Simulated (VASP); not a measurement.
# MoS2 (P1) in VASP: single point with PBE

Aim: the single point of MoS2 with PBE.

Everything below comes from runs of VASP 6.6.1. Logs are shortened: lines on timing, memory, paths and dates and some standing lists are left out, and cuts for length are marked.

## Step 1: The cell of the first run

The typed cell holds 24 atoms: a = 8.294 Å, b = 8.294 Å, c = 8.294 Å, α = 60.00°, β = 60.00°, γ = 60.00°.

## Step 2: Single point, PBE

The input, INCAR:

```
SYSTEM = MoS2
PREC = Accurate
ENCUT = 520
EDIFF = 1E-6
ISMEAR = -1
SIGMA = 0.112
LREAL = Auto
LASPH = .TRUE.
NELM = 100
ALGO = Normal
ISIF = 2
LWAVE = .FALSE.
LCHARG = .TRUE.
GGA = PE
LELF = .TRUE.
LVHAR = .TRUE.
NBANDS = 122
```

The input, KPOINTS:

```
Automatic mesh
0
G
  2 2 2
  0 0 0
```

The input, POSCAR:

```
MoS2
1.0
    0.0000000000      5.8647937213      5.8647937213
    5.8647937213      0.0000000000      5.8647937213
    5.8647937213      5.8647937213      0.0000000000
Mo S
8 16
Direct
    0.0076334313     -0.0020748385     -0.0117979427
   -0.0020312735      0.0099810842      0.5067963412
   -0.0056207433      0.4992662384      0.0077452852
    0.0003892720      0.4843754333      0.5003008016
    0.5002938107     -0.0086369619      0.0163185620
    0.5067546518      0.0069914650      0.4895658119
    0.5050974750      0.5112288074     -0.0046420217
    0.5034206897      0.5052239927      0.4864265711
    0.1159738999      0.1208842175      0.1561258662
    0.3989205949      0.3775795203      0.3576470205
    0.0937652757      0.1108710776      0.6580816280
    0.3576782236      0.3715702723      0.8782158836
    0.1506248202      0.6161758916      0.1335575533
    0.3626860724      0.8641667961      0.3728310157
    0.1524809810      0.6044412930      0.6185850129
    0.3635293245      0.8804404290      0.8800056311
    0.6203329858      0.1228515502      0.1481416127
    0.8792903459      0.4034052368      0.3465285561
    0.6446999979      0.1184419321      0.6050102815
    0.8588016458      0.3650562325      0.8844496067
    0.5962721225      0.6458653416      0.1169313078
    0.8684353179      0.8783386501      0.3576081444
    0.6083015311      0.6504764159      0.6279917377
    0.8805091441      0.8504148205      0.8860818891
```

Potentials or basis: VASP PAW PBE potentials, release 64 (Mo_sv, S).

Started as:

```bash
cat potpaw_PBE.64/Mo_sv/POTCAR potpaw_PBE.64/S/POTCAR > POTCAR
mpirun -np 1 vasp_std > vasp.out
```

OUTCAR:

```text
SYSTEM = MoS2
   PREC = Accurate
   ENCUT = 520
   EDIFF = 1E-6
   ISMEAR = -1
   LREAL = Auto
   LASPH = .TRUE.
   NELM = 100
   ISIF = 2
   GGA = PE

 ion  position               nearest neighbor table
   1  0.008  0.998  0.988-  11 2.24  16 2.41  20 2.49  22 2.50  24 2.56  13 2.60  17 2.63   9 2.72

   2  0.998  0.010  0.507-  11 2.37   9 2.38  19 2.40  14 2.48  24 2.58  18 2.67  15 2.75  22 2.78

   3  0.994  0.499  0.008-  18 2.30  24 2.38  12 2.46   9 2.57  15 2.64  20 2.66  21 2.70  13 2.71

   4  0.000  0.484  0.500-  18 2.43  13 2.50  11 2.54  20 2.60  15 2.65  22 2.67  23 2.67  10 2.71

   5  0.500  0.991  0.016-  21 2.35  14 2.42  24 2.58  12 2.58  17 2.60  16 2.60   9 2.60  19 2.79

   6  0.507  0.007  0.490-  17 2.31  23 2.42  22 2.45  19 2.47  10 2.51  16 2.65  14 2.74  11 2.81

   7  0.505  0.511  0.995-  21 2.36  20 2.40  13 2.40  10 2.46  23 2.49  16 2.50  17 2.64  12 2.74

   8  0.503  0.505  0.486-  15 2.38  14 2.44  10 2.45  21 2.51  18 2.55  19 2.62  12 2.66  23 2.66

   9  0.116  0.121  0.156-   2 2.38   3 2.57   5 2.60   1 2.72  14 2.73
  10  0.399  0.378  0.358-   8 2.45   7 2.46   6 2.51   4 2.71  17 2.73  21 2.75  13 2.77
  11  0.094  0.111  0.658-   1 2.24   2 2.37   4 2.54  24 2.79   6 2.81
  12  0.358  0.372  0.878-   3 2.46   5 2.58   8 2.66  15 2.74   7 2.74
  13  0.151  0.616  0.134-   7 2.40   4 2.50   1 2.60   3 2.71  10 2.77
  14  0.363  0.864  0.373-   5 2.42   8 2.44   2 2.48   9 2.73   6 2.74  15 2.77  21 2.79
  15  0.152  0.604  0.619-   8 2.38   3 2.64   4 2.65  12 2.74   2 2.75  14 2.77
  16  0.364  0.880  0.880-   1 2.41   7 2.50   5 2.60   6 2.65  21 2.75
  17  0.620  0.123  0.148-   6 2.31   5 2.60   1 2.63   7 2.64  22 2.69  10 2.73
  18  0.879  0.403  0.347-   3 2.30   4 2.43   8 2.55   2 2.67
  19  0.645  0.118  0.605-   2 2.40   6 2.47   8 2.62   5 2.79
  20  0.859  0.365  0.884-   7 2.40   1 2.49   4 2.60   3 2.66
  21  0.596  0.646  0.117-   5 2.35   7 2.36   8 2.51   3 2.70  10 2.75  16 2.75  14 2.79
  22  0.868  0.878  0.358-   6 2.45   1 2.50   4 2.67  17 2.69   2 2.78
  23  0.608  0.650  0.628-   6 2.42   7 2.49   8 2.66   4 2.67
  24  0.881  0.850  0.886-   3 2.38   1 2.56   5 2.58   2 2.58  11 2.79

  LATTYP: Found a face centered cubic cell.
 ALAT       =    11.7295874426

  Lattice vectors:

 A1 = (   0.0000000000,   5.8647937213,   5.8647937213)
 A2 = (   5.8647937213,   0.0000000000,   5.8647937213)
 A3 = (   5.8647937213,   5.8647937213,   0.0000000000)

Analysis of symmetry for initial positions (statically):
=====================================================================
 Subroutine PRICEL returns:
 Original cell was already a primitive cell.

 Routine SETGRP: Setting up the symmetry group for a
 face centered cubic supercell.

 Subroutine GETGRP returns: Found  1 space group operations
 (whereof  1 operations were pure point group operations)
 out of a pool of 48 trial point group operations.

The static configuration has the point symmetry C_1 .

Analysis of symmetry for dynamics (positions and initial velocities):
=====================================================================
 Subroutine PRICEL returns:
 Original cell was already a primitive cell.

 Routine SETGRP: Setting up the symmetry group for a
 face centered cubic supercell.

 Subroutine GETGRP returns: Found  1 space group operations
 (whereof  1 operations were pure point group operations)
 out of a pool of 48 trial point group operations.

The dynamic configuration has the point symmetry C_1 .

 Subroutine INISYM returns: Found  1 space group operations
 (whereof  1 operations are pure point group operations),
 and found     1 'primitive' translations

----------------------------------------------------------------------------------------

                                     Primitive cell

  volume of cell :     403.4486

  direct lattice vectors                    reciprocal lattice vectors
     0.000000000  5.864793721  5.864793721    -0.085254490  0.085254490  0.085254490
     5.864793721  0.000000000  5.864793721     0.085254490 -0.085254490  0.085254490
     5.864793721  5.864793721  0.000000000     0.085254490  0.085254490 -0.085254490

  length of vectors
     8.294070821  8.294070821  8.294070821     0.147665109  0.147665109  0.147665109

  position of ions in fractional coordinates (direct lattice)
     0.007633431  0.997925161  0.988202057
     0.997968726  0.009981084  0.506796341
     0.994379257  0.499266238  0.007745285
     0.000389272  0.484375433  0.500300802
     0.500293811  0.991363038  0.016318562
     0.506754652  0.006991465  0.489565812
[... 16 lines left out ...]
     0.608301531  0.650476416  0.627991738
     0.880509144  0.850414820  0.886081889

  ion indices of the primitive-cell ions
   primitive index   ion index
                 1           1
                 2           2
                 3           3
                 4           4
                 5           5
                 6           6
[... 16 lines left out ...]
                23          23
                24          24

----------------------------------------------------------------------------------------

 KPOINTS: Automatic mesh

Automatic generation of k-mesh.
 Grid dimensions read from file:
 generate k-points for:    2    2    2

 Generating k-lattice:

  Cartesian coordinates                     Fractional coordinates (reciprocal lattice)
    -0.042627245  0.042627245  0.042627245     0.500000000  0.000000000  0.000000000
     0.042627245 -0.042627245  0.042627245     0.000000000  0.500000000  0.000000000
     0.042627245  0.042627245 -0.042627245     0.000000000  0.000000000  0.500000000

  Length of vectors
     0.073832554  0.073832554  0.073832554

  Shift w.r.t. Gamma in fractional coordinates (k-lattice)
     0.000000000  0.000000000  0.000000000

 Subroutine IBZKPT returns following result:
 ===========================================

 Found      8 irreducible k-points:

 Following reciprocal coordinates:
            Coordinates               Weight
  0.000000  0.000000  0.000000      1.000000
  0.500000  0.000000  0.000000      1.000000
  0.000000  0.500000  0.000000      1.000000
  0.000000  0.000000  0.500000      1.000000
  0.500000  0.500000  0.500000      1.000000
  0.500000  0.500000  0.000000      1.000000
  0.000000  0.500000  0.500000      1.000000
  0.500000  0.000000  0.500000      1.000000
   k-points           NKPTS =      8   k-points in BZ     NKDIM =      8   number of bands    NBANDS=    122
   number of dos      NEDOS =    301   number of ions     NIONS =     24
   total plane-waves  NPLWV = 262144
   dimension x,y,z NGX =    64 NGY =   64 NGZ =   64
   dimension x,y,z NGXF=   128 NGYF=  128 NGZF=  128
   ions per type =               8  16
   NGX,Y,Z   is equivalent  to a cutoff of  12.83, 12.83, 12.83 a.u.
   NGXF,Y,Z  is equivalent  to a cutoff of  25.66, 25.66, 25.66 a.u.
 SYSTEM =  MoS2
   PREC   = accura    normal or accurate (medium, high low for compatibility)
   ISTART =      0    job   : 0-new  1-cont  2-samecut
   ICHARG =      2    charge: 1-file 2-atom 10-const
   ISPIN  =      1    spin polarized calculation?
   LNONCOLLINEAR =      F non collinear calculations
   LSORBIT =      F    spin-orbit coupling
   LASPH  =      T    aspherical Exc in radial PAW
   ENCUT  =  520.0 eV  38.22 Ry    6.18 a.u.  15.42 15.42 15.42*2*pi/ulx,y,z
   NELM   =    100;   NELMIN=  2; NELMDL= -5     # of ELM steps
   EDIFF  = 0.1E-05   stopping-criterion for ELM
   LREAL  =      T    real-space projection
   EDIFFG = 0.1E-04   stopping-criterion for IOM
   NSW    =      0    number of steps for IOM
   IBRION =     -1    ionic relax: 0-MD 1-quasi-New 2-CG
   NFREE  =      0    steps in history (QN), initial steepest desc. (CG)
   ISIF   =      2    stress and relaxation
   ISYM   =      2    0-nonsym 1-usesym 2-fastsym
   POTIM  = 0.5000    time-step for ionic-motion
   TEBEG  =    0.0;   TEEND  =   0.0 temperature during run
   PSTRESS=    0.0 pullay stress
   NELECT =     208.0000    total number of electrons
   NUPDOWN=      -1.0000    fix difference up-down
   EMIN   =  10.00;   EMAX   =-10.00  energy-range for DOS
   EFERMI =   0.00;   METHOD = LEGACY
   ISMEAR =    -1;   SIGMA  =   0.11  broadening in eV -4-tet -1-fermi 0-gaus
   EFERMI_NEDOS =   21; number of points for ismear=-14 and -15
   IALGO  =     38    algorithm
   IMIX   =      4    mixing-type and parameters
     AMIX     =   0.40;   BMIX     =  1.00
     AMIX_MAG =   1.60;   BMIX_MAG =  1.00
  volume/ion in A,a.u.               =      16.81       113.44
  Fermi-wavevector in a.u.,A,eV,Ry     =   1.312703  2.480649 23.445418  1.723190
  Thomas-Fermi vector in A             =   2.443077
   LORBIT       =      0    0 simple, 1 ext, 2 COOP (PROOUT), +10 PAW based schemes
   GGA     = PE    functional components
   LHFCALC =     F    Hartree Fock is set to
   AEXX    =    0.0000 exact exchange contribution
   IVDW    =     0    specifies the selected vdW correction
   LEPSILON=     F    determine dielectric tensor
   LRPA    =     F    only Hartree local field effects (RPA)
 non-spin polarized calculation
  energy-cutoff  :      520.00
  volume of cell :      403.45
 maximum number of plane-waves:     10969
 NGX is ok and might be reduce to    64
   NGX = 31   NGY = 31   NGZ = 31

 number of electron     208.0000000 magnetization

 Free energy of the ion-electron system (eV)
  ---------------------------------------------------
  ext. energy  EPLUGINS =         0.00000000
  ---------------------------------------------------
  free energy    TOTEN  =      -156.19619510 eV

  energy without entropy =     -155.21743050  energy(sigma->0) =     -155.70681280

 E-fermi :   8.4966     XC(G=0): -11.2390

 val. band max:        8.4960788589   @ k =   0.0000   0.0000   0.0000
 cond. band min:       8.4978325219   @ k =   0.5000   0.5000   0.5000
 fundamental gap:      0.0017536630
 Fermi energy:         8.4966238483

 k-point     1 :       0.0000    0.0000    0.0000
  band No.  band energies     occupation
      1     -52.6816      2.00000
      2     -52.6491      2.00000
      3     -52.6410      2.00000
      4     -52.5912      2.00000
      5     -52.5788      2.00000
      6     -52.5783      2.00000
[... 108 lines left out ...]
    115       9.9782      0.00000
    116      10.0422      0.00000
[... 831 lines left out ...]
    115      10.1998      0.00000
    116      10.3119      0.00000
 [bands above 116 left out]

------------------------ aborting loop because EDIFF is reached ----------------------------------------

  FORCE on cell =-STRESS in cart. coord.  units (eV):
  Direction    XX          YY          ZZ          XY          YZ          ZX
  --------------------------------------------------------------------------------------
  -------------------------------------------------------------------------------------
  Total        7.6292879      9.3612204      7.4410093      1.4000324     -5.0977979     -5.3799121
  in kB       30.2974703     37.1753298     29.5497772      5.5598163    -20.2444032    -21.3647366
  external PRESSURE =      32.3408591 kB  Pullay stress =       0.0000000 kB

 VOLUME and BASIS-vectors are now :
 -----------------------------------------------------------------------------
  energy-cutoff  :      520.00
  volume of cell :      403.45
      direct lattice vectors                 reciprocal lattice vectors
     0.000000000  5.864793721  5.864793721    -0.085254490  0.085254490  0.085254490
     5.864793721  0.000000000  5.864793721     0.085254490 -0.085254490  0.085254490
     5.864793721  5.864793721  0.000000000     0.085254490  0.085254490 -0.085254490

 POSITION                                       TOTAL-FORCE (eV/Angst)
 -----------------------------------------------------------------------------------
     11.64823      5.84037      5.89739         1.157275      1.219432     -1.317634
      3.03079      8.82514      5.91142        -0.364222      0.080309     -0.484315
      2.97352      5.87725      8.75992        -1.262643     -0.377458      0.211708
      5.77492      2.93644      2.84304         0.456500      0.282287      0.317229
      5.90984      3.02982      8.74826         0.575810     -0.566962      0.392045
      2.91221      5.84321      3.01302         0.428501      0.374429     -0.296070
[... 16 lines left out ...]
      7.49795      7.25061      7.38247        -0.950487      0.665968     -0.146678
     10.18419     10.36069     10.15151         0.940859     -0.117247      0.112929
 -----------------------------------------------------------------------------------
    total drift:                               -0.000650      0.001514     -0.000305

  FREE ENERGIE OF THE ION-ELECTRON SYSTEM (eV)
  ---------------------------------------------------
  free  energy   TOTEN  =      -156.1961950990 eV

  energy  without entropy=     -155.2174304991  energy(sigma->0) =     -155.70681280
```

Run time: 40 min. Hardware: 1 thread of Intel Xeon 8259CL, shared host; peak memory 0.7 GiB.

Results:

- Free energy: -156.1962 eV
- Pressure: 3.2 GPa
- Largest force: 2.660 eV/Å
- Band gap on the k mesh: zero (bands 104 and 105 overlap by 0.38 eV)

Forces on the atoms (eV/Å):
```
Mo   1.157  1.219 -1.318
Mo  -0.364  0.080 -0.484
Mo  -1.263 -0.377  0.212
Mo   0.457  0.282  0.317
Mo   0.576 -0.567  0.392
Mo   0.429  0.374 -0.296
Mo  -0.372 -0.528 -0.546
Mo  -0.056  0.677  0.018
S   -0.819 -0.705  0.620
S    0.697  0.230 -1.090
S   -1.043 -1.643  1.813
S   -0.560  0.274  0.388
S    0.065 -0.748 -0.671
S    0.228  0.487  0.755
S    0.793 -1.347 -0.724
S    0.371 -0.007  1.033
S   -1.061 -1.631  0.222
S    0.943  0.837 -0.690
S    0.502  0.033 -0.368
S   -0.174  0.758  1.285
S   -0.414  0.841  0.115
S   -0.082  0.911 -0.951
S   -0.950  0.666 -0.147
S    0.941 -0.117  0.113
```

Caveat: the k points lie up to 0.46 Å⁻¹ apart; the atoms stand as in a frame of molecular dynamics; forces of over 1 eV/Å act on the atoms, so gaps and moduli don't describe the material at rest.
